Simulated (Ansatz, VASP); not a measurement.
## One calculation of Al3GaN4, two programs

Contents of POSCAR:

```
Al3GaN4
1.0
    4.4014385300      0.0000000000      0.0000000000
    0.0000000000      4.4014385300      0.0000000000
    0.0000000000      0.0000000000      4.4014385300
Al Ga N
3 1 4
Direct
    0.4922549773      0.4922549773     -0.0081153023
    0.5000000000      0.0000000000      0.5000000000
    0.0000000000      0.5000000000      0.5000000000
    0.0000000000      0.0000000000      0.0000000000
    0.7441634300      0.7441634300      0.2558365700
    0.7441634300      0.2558365700      0.7441634300
    0.2558365700      0.7441634300      0.7441634300
    0.2558365700      0.2558365700      0.2558365700
```

INCAR.step1

```
SYSTEM = Al3GaN4
PREC = Accurate ; ENCUT = 520
ISMEAR = 0 ; SIGMA = 0.05
LREAL = .False. ; LASPH = .True.
NELM = 80 ; NBANDS = 31
GGA = PE ; ALGO = Normal
EDIFF = 1E-4 ; LWAVE = .True.
LCHARG = .False.
```

Contents of INCAR.step2:

```
SYSTEM = Al3GaN4
PREC = Accurate ; ENCUT = 520
EDIFF = 1E-6 ; ISMEAR = 0
SIGMA = 0.05 ; LREAL = .False.
LASPH = .True. ; NELM = 80
ALGO = Normal ; ISIF = 2
LWAVE = .False. ; LCHARG = .False.
METAGGA = R2SCAN ; LMIXTAU = .True.
NBANDS = 31 ; ISTART = 1
```

The input KPOINTS:

```
Automatic mesh
0
Gamma
  6 6 6
  0 0 0
```

Input for Ansatz:

```yaml
crystal:
  lattice:
    - [4.40143853, 0.0, 0.0]
    - [0.0, 4.40143853, 0.0]
    - [0.0, 0.0, 4.40143853]
  atoms:
    - { symbol: Al, position: [0.4922549773, 0.4922549773, -0.0081153023] }
    - { symbol: Al, position: [0.5, 0.0, 0.5] }
    - { symbol: Al, position: [0.0, 0.5, 0.5] }
    - { symbol: Ga, position: [0.0, 0.0, 0.0] }
    - { symbol: "N", position: [0.74416343, 0.74416343, 0.25583657] }
    - { symbol: "N", position: [0.74416343, 0.25583657, 0.74416343] }
    - { symbol: "N", position: [0.25583657, 0.74416343, 0.74416343] }
    - { symbol: "N", position: [0.25583657, 0.25583657, 0.25583657] }
basis:
  ecutwfc: 500
kpoints:
  mp_grid: { grid: [6, 6, 6] }
hamiltonian:
  xc: r2scan
scf:
  occupations: { method: gaussian, width: 0.05 }
output:
  forces: true
  stress: true
  eigenvalues: true
```

Alike in both runs: task single point; functional r2SCAN; k mesh 6 × 6 × 6; occupations gaussian, width 0.05 eV; no spin polarisation.

```csv
,VASP,Ansatz
version,VASP 6.6.1,Ansatz 0.2.0
potentials or method,"VASP PAW PBE potentials, release 64 (Al, Ga_d, N), cutoff 520 eV","scalar-relativistic, plane waves, PAW"
valence electrons in the cell,42,42
```

VASP gave:

| Quantity | Value |
| --- | --- |
| gap on the k mesh at the Fermi level (eV) | 3.74 |
| least direct gap on the mesh (eV) | 3.74 |
| pressure (GPa) | 0.1 |
| traceless stress, the component that is largest in VASP (GPa) | -0.56 |
| rms of the force components (eV/Å) | 0.281 |

**Question.** Estimate Ansatz's values.

**Answer.** gap on the k mesh at the Fermi level (eV): 3.74; least direct gap on the mesh (eV): 3.74; pressure (GPa): 0.1; traceless stress, the component that is largest in VASP (GPa): -0.55; rms of the force components (eV/Å): 0.280.

VASP's potentials were made for PBE, not for r2SCAN. Atom by atom the forces differ by 0.030 eV/Å (rms over components). The functional is the same, so the differences come from potentials, cutoffs and numerics.
